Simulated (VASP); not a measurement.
Input of a VASP 6.6.1 run:

INCAR

```
SYSTEM = CdTe
PREC = Accurate
ENCUT = 600
EDIFF = 1E-6
ISMEAR = 0
SIGMA = 0.01
LREAL = .False.
LASPH = .True.
NELM = 80
ALGO = Normal
ISIF = 3
LWAVE = .False.
LCHARG = .False.
GGA = CA
IBRION = 2
NSW = 80
EDIFFG = -0.001
PSTRESS = 400.0
```

Contents of KPOINTS:

```
regular mesh
0
Gamma
  8 8 8
  0 0 0
```

POSCAR

```
CdTe
1.0
    0.0000000000      3.2043397018      3.2043397018
    3.2043397018      0.0000000000      3.2043397018
    3.2043397018      3.2043397018      0.0000000000
Cd Te
1 1
Direct
    0.0000000000      0.0000000000      0.0000000000
    0.7500000000      0.7500000000      0.7500000000
```

Potentials or basis: VASP PAW LDA potentials, release 64 (Cd, Te).

Launch:

```sh
$ cat potpaw_LDA.64/Cd/POTCAR potpaw_LDA.64/Te/POTCAR > POTCAR
$ mpirun -np 1 vasp_std > vasp.out
```

**Question.** What does it give for the band gap on the k mesh?

**Answer.** 1.32 eV, indirect (least direct gap 1.76 eV).

**Question.** Estimate the space group after relaxing (to 0.05 Å).

**Answer.** F-43m (No. 216).

**Question.** Predict the relaxed volume.

**Answer.** 23.00 Å³/atom.

**Question.** What does it give for the relaxed cell?

**Answer.** a = 4.022 Å, b = 4.022 Å, c = 4.022 Å, α = 60.00°, β = 60.00°, γ = 60.00°.

The path:
```
step  energy change (eV)  largest force (eV/Å)  pressure (GPa)  volume (Å³)
   1              0.0000                0.0000            0.23        65.80
   2             87.5559                0.0000         1957.19        14.65
   3              0.4005                0.0000           13.60        54.82
   4              0.6919                0.0000           19.79        52.01
   5              1.9745                0.0000           43.60        45.24
   6              1.7489                0.0000           39.56        46.11
   7              1.8363                0.0000           41.06        45.76
   8              1.6245                0.0000           37.33        46.63
   9              1.7741                0.0000           39.98        46.01
  10              1.7753                0.0000           40.02        46.00
  11              1.7752                0.0000           40.02        46.00
  12              1.7749                0.0000           40.02        46.01
  13              1.7749                0.0000           40.02        46.01
  14              1.7749                0.0000           40.02        46.01
  15              1.7749                0.0000           40.02        46.01
  16              1.7748                0.0000           40.02        46.01
  17              1.7747                0.0000           40.02        46.01
  18              1.7746                0.0000           40.02        46.01
  19              1.7742                0.0000           40.01        46.01
  20              1.7736                0.0000           40.01        46.01
  21              1.7722                0.0000           39.97        46.02
  22              1.7732                0.0000           39.99        46.01
  23              1.7734                0.0000           39.98        46.01
  24              1.7735                0.0000           39.99        46.01
  25              1.7735                0.0000           39.99        46.01
  26              1.7736                0.0000           39.99        46.01
  27              1.7739                0.0000           39.99        46.01
  28              1.7745                0.0000           40.00        46.01
```

Caveat: the cell is relaxed towards a set pressure, so the enthalpy falls and the energy may rise; the volume moved by over 15 % at a fixed basis, so the end points are rough; spin-orbit coupling is left out, which moves the levels of the heavy elements. A k mesh can miss the band edges.
